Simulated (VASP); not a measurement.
A run of VASP 6.6.1:

The input INCAR:

```
PREC = Accurate
ENCUT = 520
EDIFF = 1E-8
ISMEAR = -1
SIGMA = 0.01
LREAL = F
LASPH = T
NELM = 60
ALGO = Normal
ISIF = 2
LWAVE = F
LCHARG = F
GGA = PE
LEFG = T
NBANDS = 24
```

The input KPOINTS:

```
Automatic mesh
0
Gamma
  9 9 5
```

File POSCAR:

```
TaN
1.0
    3.0681880104      0.0000000000      0.0000000000
   -1.5340940052      2.6571287606      0.0000000000
    0.0000000000      0.0000000000      4.9505704856
Ta N
2 2
Direct
    0.0000000000      0.0000000000      0.0000000000
    0.0000000000      0.0000000000      0.5000000000
    0.3333333333      0.6666666667      0.2500000000
    0.6666666667      0.3333333333      0.7500000000
```

Potentials or basis: VASP PAW PBE potentials, release 64 (Ta_pv, N).

Command:

```sh
$ cat potpaw_PBE.64/Ta_pv/POTCAR potpaw_PBE.64/N/POTCAR > POTCAR
$ mpirun -np 1 vasp_std > vasp.out
```

Hardware: 1 thread of Intel Xeon 8259CL, with other jobs on the host.

Problem. Estimate the wall time of this run.

Solution. Run time: 62 s on 1 thread of Intel Xeon 8259CL (shared host), peak memory 0.18 GiB. Counts: scf iterations 15, k points 36.
